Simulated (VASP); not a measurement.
# Cl (I4_1/amd) in VASP: relaxation of cell and atoms with PBE

Aim: the relaxation of cell and atoms of Cl with PBE.

Everything below comes from runs of VASP 6.6.1. Logs are shortened: lines on timing, memory, paths and dates and some standing lists are left out, and cuts for length are marked.

## (1) The cell of the first run

Symmetry: I4_1/amd, No. 141, tetragonal system. Conventional cell: a = 5.560 Å, b = 5.560 Å, c = 2.207 Å, α = 90.00°, β = 90.00°, γ = 90.00°. Cl (site symmetry -4m2) has 6 Cl at 2.21 to 2.83 Å within 2.9 Å.

## (2) Relaxation of cell and atoms, PBE, target pressure 26 GPa, at which the enthalpy is minimised

File INCAR:

```
PREC = Accurate
ENCUT = 600
EDIFF = 1E-6
ISMEAR = -1
SIGMA = 0.05
LREAL = F
LASPH = T
NELM = 60
ALGO = Normal
ISIF = 3
LWAVE = F
LCHARG = F
GGA = PE
IBRION = 2
NSW = 32
EDIFFG = -0.005
PSTRESS = 260.0
```

File KPOINTS:

```
Automatic mesh
0
Gamma
  16 16 16
```

File POSCAR:

```
Cl
1.0
   -2.7802065708      2.7802065708      1.1036159228
    2.7802065708     -2.7802065708      1.1036159228
    2.7802065708      2.7802065708     -1.1036159228
Cl
2
Direct
   -0.3750000000     -0.1250000000     -0.2500000000
    0.3750000000      0.1250000000      0.2500000000
```

Potentials or basis: VASP PAW PBE potentials, release 64 (Cl).

On the command line:

```bash
$ cat potpaw_PBE.64/Cl/POTCAR > POTCAR
$ mpirun -np 1 vasp_std > vasp.out
```

OUTCAR:

```text
PREC = Accurate
   ENCUT = 600
   EDIFF = 1E-6
   ISMEAR = -1
   LREAL = F
   LASPH = T
   NELM = 60
   ISIF = 3
   GGA = PE
   IBRION = 2
   NSW = 32
   EDIFFG = -0.005
   PSTRESS = 260.0

 ion  position               nearest neighbor table
   1  0.625  0.875  0.750-
   2  0.375  0.125  0.250-

  LATTYP: Found a body centered tetragonal cell.
 ALAT       =     5.5604131416
 C/A-ratio  =     0.3969546488

  Lattice vectors:

 A1 = (  -2.7802065708,   2.7802065708,   1.1036159228)
 A2 = (   2.7802065708,  -2.7802065708,   1.1036159228)
 A3 = (   2.7802065708,   2.7802065708,  -1.1036159228)

Analysis of symmetry for initial positions (statically):
=====================================================================
 Subroutine PRICEL returns:
 Original cell was already a primitive cell.

 Routine SETGRP: Setting up the symmetry group for a
 body centered tetragonal supercell.

 Subroutine GETGRP returns: Found 16 space group operations
 (whereof  4 operations were pure point group operations)
 out of a pool of 16 trial point group operations.

The static configuration has the point symmetry C_2h.
 The point group associated with its full space group is D_4h.

Analysis of symmetry for dynamics (positions and initial velocities):
=====================================================================
 Subroutine PRICEL returns:
 Original cell was already a primitive cell.

 Routine SETGRP: Setting up the symmetry group for a
 body centered tetragonal supercell.

 Subroutine GETGRP returns: Found 16 space group operations
 (whereof  4 operations were pure point group operations)
 out of a pool of 16 trial point group operations.

The dynamic configuration has the point symmetry C_2h.
 The point group associated with its full space group is D_4h.

 Subroutine INISYM returns: Found 16 space group operations
 (whereof  4 operations are pure point group operations),
 and found     1 'primitive' translations

----------------------------------------------------------------------------------------

                                     Primitive cell

  volume of cell :      34.1218

  direct lattice vectors                    reciprocal lattice vectors
    -2.780206571  2.780206571  1.103615923     0.000000000  0.179842752  0.453056167
     2.780206571 -2.780206571  1.103615923     0.179842752  0.000000000  0.453056167
     2.780206571  2.780206571 -1.103615923     0.179842752  0.179842752  0.000000000

  length of vectors
     4.083756268  4.083756268  4.083756268     0.487445695  0.487445695  0.254336059

  position of ions in fractional coordinates (direct lattice)
     0.625000000  0.875000000  0.750000000
     0.375000000  0.125000000  0.250000000

  ion indices of the primitive-cell ions
   primitive index   ion index
                 1           1
                 2           2

----------------------------------------------------------------------------------------

 KPOINTS: Automatic mesh

Automatic generation of k-mesh.
 Grid dimensions read from file:
 generate k-points for:   16   16   16

 Generating k-lattice:

  Cartesian coordinates                     Fractional coordinates (reciprocal lattice)
     0.000000000  0.011240172  0.028316010     0.062500000  0.000000000  0.000000000
     0.011240172  0.000000000  0.028316010     0.000000000  0.062500000  0.000000000
     0.011240172  0.011240172  0.000000000     0.000000000  0.000000000  0.062500000

  Length of vectors
     0.030465356  0.030465356  0.015896004

  Shift w.r.t. Gamma in fractional coordinates (k-lattice)
     0.000000000  0.000000000  0.000000000

 Subroutine IBZKPT returns following result:
 ===========================================

 Found    349 irreducible k-points:

 Following reciprocal coordinates:
            Coordinates               Weight
  0.000000  0.000000  0.000000      1.000000
  0.062500  0.000000  0.000000      8.000000
  0.125000  0.000000  0.000000      8.000000
  0.187500  0.000000 -0.000000      8.000000
  0.250000  0.000000  0.000000      8.000000
  0.312500 -0.000000  0.000000      8.000000
[... 16 lines left out ...]
 -0.125000  0.062500  0.000000     16.000000
 -0.062500  0.062500  0.000000      4.000000
 [... further k-points ...]
   k-points           NKPTS =    349   k-points in BZ     NKDIM =    349   number of bands    NBANDS=     11
   number of dos      NEDOS =    301   number of ions     NIONS =      2
   total plane-waves  NPLWV =  46656
   dimension x,y,z NGX =    36 NGY =   36 NGZ =   36
   dimension x,y,z NGXF=    72 NGYF=   72 NGZF=   72
   ions per type =               2
   NGX,Y,Z   is equivalent  to a cutoff of  14.66, 14.66, 14.66 a.u.
   NGXF,Y,Z  is equivalent  to a cutoff of  29.31, 29.31, 29.31 a.u.
 SYSTEM =  unknown system
   PREC   = accura    normal or accurate (medium, high low for compatibility)
   ISTART =      0    job   : 0-new  1-cont  2-samecut
   ICHARG =      2    charge: 1-file 2-atom 10-const
   ISPIN  =      1    spin polarized calculation?
   LNONCOLLINEAR =      F non collinear calculations
   LSORBIT =      F    spin-orbit coupling
   LASPH  =      T    aspherical Exc in radial PAW
   ENCUT  =  600.0 eV  44.10 Ry    6.64 a.u.   8.16  8.16  8.16*2*pi/ulx,y,z
   NELM   =     60;   NELMIN=  2; NELMDL= -5     # of ELM steps
   EDIFF  = 0.1E-05   stopping-criterion for ELM
   LREAL  =      F    real-space projection
   EDIFFG = -.5E-02   stopping-criterion for IOM
   NSW    =     32    number of steps for IOM
   IBRION =      2    ionic relax: 0-MD 1-quasi-New 2-CG
   NFREE  =      1    steps in history (QN), initial steepest desc. (CG)
   ISIF   =      3    stress and relaxation
   ISYM   =      2    0-nonsym 1-usesym 2-fastsym
   POTIM  = 0.5000    time-step for ionic-motion
   TEBEG  =    0.0;   TEEND  =   0.0 temperature during run
   PSTRESS=  260.0 pullay stress
   NELECT =      14.0000    total number of electrons
   NUPDOWN=      -1.0000    fix difference up-down
   EMIN   =  10.00;   EMAX   =-10.00  energy-range for DOS
   EFERMI =   0.00;   METHOD = LEGACY
   ISMEAR =    -1;   SIGMA  =   0.05  broadening in eV -4-tet -1-fermi 0-gaus
   EFERMI_NEDOS =   21; number of points for ismear=-14 and -15
   IALGO  =     38    algorithm
   IMIX   =      4    mixing-type and parameters
     AMIX     =   0.40;   BMIX     =  1.00
     AMIX_MAG =   1.60;   BMIX_MAG =  1.00
  volume/ion in A,a.u.               =      17.06       115.13
  Fermi-wavevector in a.u.,A,eV,Ry     =   1.216485  2.298824 20.134393  1.479836
  Thomas-Fermi vector in A             =   2.351837
   LORBIT       =      0    0 simple, 1 ext, 2 COOP (PROOUT), +10 PAW based schemes
   GGA     = PE    functional components
   LHFCALC =     F    Hartree Fock is set to
   AEXX    =    0.0000 exact exchange contribution
   IVDW    =     0    specifies the selected vdW correction
   LEPSILON=     F    determine dielectric tensor
   LRPA    =     F    only Hartree local field effects (RPA)
 conjugate gradient relaxation of ions
 non-spin polarized calculation
  energy-cutoff  :      600.00
  volume of cell :       34.12
 maximum number of plane-waves:      1158
 NGX is ok and might be reduce to    36
   NGX = 17   NGY = 17   NGZ = 17

--------------------------------------- Ionic step        1  -------------------------------------------

 number of electron      13.9999997 magnetization

 Free energy of the ion-electron system (eV)
  ---------------------------------------------------
  ext. energy  EPLUGINS =         0.00000000
  ---------------------------------------------------
  free energy    TOTEN  =        -2.06615044 eV

  energy without entropy =       -2.05139235  energy(sigma->0) =       -2.05877139

------------------------ aborting loop because EDIFF is reached ----------------------------------------

  FORCE on cell =-STRESS in cart. coord.  units (eV):
  Direction    XX          YY          ZZ          XY          YZ          ZX
  --------------------------------------------------------------------------------------
  -------------------------------------------------------------------------------------
  Total        5.5413077      5.5413077      5.3340625     -0.0000000      0.0000000      0.0000000
  in kB      260.1901015    260.1901015    250.4589782     -0.0000000      0.0000000      0.0000000
  external PRESSURE =      -3.0536063 kB  Pullay stress =     260.0000000 kB

 VOLUME and BASIS-vectors are now :
 -----------------------------------------------------------------------------
  energy-cutoff  :      600.00
  volume of cell :       34.12
      direct lattice vectors                 reciprocal lattice vectors
    -2.780206571  2.780206571  1.103615923     0.000000000  0.179842752  0.453056167
     2.780206571 -2.780206571  1.103615923     0.179842752  0.000000000  0.453056167
     2.780206571  2.780206571 -1.103615923     0.179842752  0.179842752  0.000000000
[... 122 lines left out ...]
  FREE ENERGIE OF THE ION-ELECTRON SYSTEM (eV)
  ---------------------------------------------------
  free  energy   TOTEN  =        -2.0531069356 eV

  energy  without entropy=       -2.0384334506  energy(sigma->0) =       -2.04577019

  enthalpy is  TOTEN    =         3.4708352969 eV   P V=        5.5239422326

--------------------------------------- Ionic step        5  -------------------------------------------

 number of electron      13.9999997 magnetization

 Free energy of the ion-electron system (eV)
  ---------------------------------------------------
  ext. energy  EPLUGINS =         0.00000000
  ---------------------------------------------------
  free energy    TOTEN  =        -2.06228948 eV

  energy without entropy =       -2.04762148  energy(sigma->0) =       -2.05495548

 E-fermi :   5.2141     XC(G=0): -10.3581

 val. band max:        5.2138091846   @ k =   0.3125   0.2500   0.0000
 cond. band min:       5.2157910834   @ k =  -0.1250  -0.3750   0.1250
 fundamental gap:      0.0019818988
 Fermi energy:         5.2140901163

 k-point     1 :       0.0000    0.0000    0.0000
  band No.  band energies     occupation
      1     -13.5510      2.00000
      2     -11.2760      2.00000
      3      -0.8405      2.00000
      4      -0.8405      2.00000
      5       3.3675      2.00000
      6       3.3675      2.00000
      7       9.8142      0.00000
      8      10.2215      0.00000
      9      10.2293      0.00000
     10      11.8198      0.00000
     11      13.6406      0.00000

 k-point     2 :       0.0625    0.0000    0.0000
  band No.  band energies     occupation
      1     -13.4367      2.00000
      2     -11.1871      2.00000
      3      -0.7631      2.00000
      4      -0.7096      2.00000
      5       3.3585      2.00000
      6       3.4475      2.00000
      7       9.3207      0.00000
      8       9.3669      0.00000
      9       9.9788      0.00000
     10      12.1477      0.00000
     11      13.8061      0.00000
[... 295 lines left out ...]
 k-point    24 :      -0.0625    0.0625    0.0000
  band No.  band energies     occupation
      1     -13.5323      2.00000
      2     -11.3017      2.00000
      3      -0.8225      2.00000
      4      -0.8133      2.00000
      5       3.2816      2.00000
      6       3.2984      2.00000
      7       9.9110      0.00000
      8      10.2220      0.00000
      9      10.2286      0.00000
     10      11.9492      0.00000
     11      13.7556      0.00000

 [... further k-points ...]

------------------------ aborting loop because EDIFF is reached ----------------------------------------

  FORCE on cell =-STRESS in cart. coord.  units (eV):
  Direction    XX          YY          ZZ          XY          YZ          ZX
  --------------------------------------------------------------------------------------
  -------------------------------------------------------------------------------------
  Total        5.5327038      5.5327038      5.5346801      0.0000000      0.0000000      0.0000000
  in kB      259.9823966    259.9823966    260.0752621      0.0000000      0.0000000      0.0000000
  external PRESSURE =       0.0133518 kB  Pullay stress =     260.0000000 kB

 VOLUME and BASIS-vectors are now :
 -----------------------------------------------------------------------------
  energy-cutoff  :      600.00
  volume of cell :       34.10
      direct lattice vectors                 reciprocal lattice vectors
    -2.783273661  2.783273661  1.100353548     0.000000000  0.179644570  0.454399407
     2.783273661 -2.783273661  1.100353548     0.179644570  0.000000000  0.454399407
     2.783273661  2.783273661 -1.100353548     0.179644570  0.179644570  0.000000000

 POSITION                                       TOTAL-FORCE (eV/Angst)
 -----------------------------------------------------------------------------------
      2.78327      1.39164      0.82527        -0.000000     -0.000000     -0.000000
      0.00000      1.39164      0.27509         0.000000      0.000000      0.000000
 -----------------------------------------------------------------------------------
    total drift:                               -0.000000     -0.000000      0.000000

  FREE ENERGIE OF THE ION-ELECTRON SYSTEM (eV)
  ---------------------------------------------------
  free  energy   TOTEN  =        -2.0622894838 eV

  energy  without entropy=       -2.0476214762  energy(sigma->0) =       -2.05495548

  enthalpy is  TOTEN    =         3.4707889221 eV   P V=        5.5330784058

 reached required accuracy - stopping structural energy minimisation
```

Run time: 12 min. Hardware: 1 thread of Intel Xeon 8259CL, shared host; peak memory 0.29 GiB.

What came out:

* Free energy: -2.0623 eV
* Relaxed volume: 17.05 Å³/atom
* Relaxed cell: a = 4.087 Å, b = 4.087 Å, c = 4.087 Å, α = 94.16°, β = 94.16°, γ = 148.76°
* Space group after relaxing (to 0.1 Å): I4_1/amd (No. 141)
* Energy change on relaxing (the run minimises the enthalpy): +1.9 meV/atom
* Ionic steps: 5
* Pressure after relaxing: 26.0 GPa
* Band gap on the k mesh: zero (bands 7 and 8 overlap by 7.14 eV)

Step by step:
```csv
step,energy change (eV),largest force (eV/Å),pressure (GPa),volume (Å³)
1,0.0000,0.0000,25.69,34.12
2,0.0260,0.0000,26.60,33.96
3,0.0134,0.0000,26.16,34.04
4,0.0130,0.0000,26.16,34.04
5,0.0039,0.0000,26.00,34.10
```

Final structure:
```
Cl
1.0
    -2.78327    2.78327    1.10035
     2.78327   -2.78327    1.10035
     2.78327    2.78327   -1.10035
Cl
2
Cartesian
  2.7833 1.3916 0.8253
  0.0000 1.3916 0.2751
```

Caveat: the cell is relaxed towards a set pressure, so the run minimises the enthalpy, not the energy.
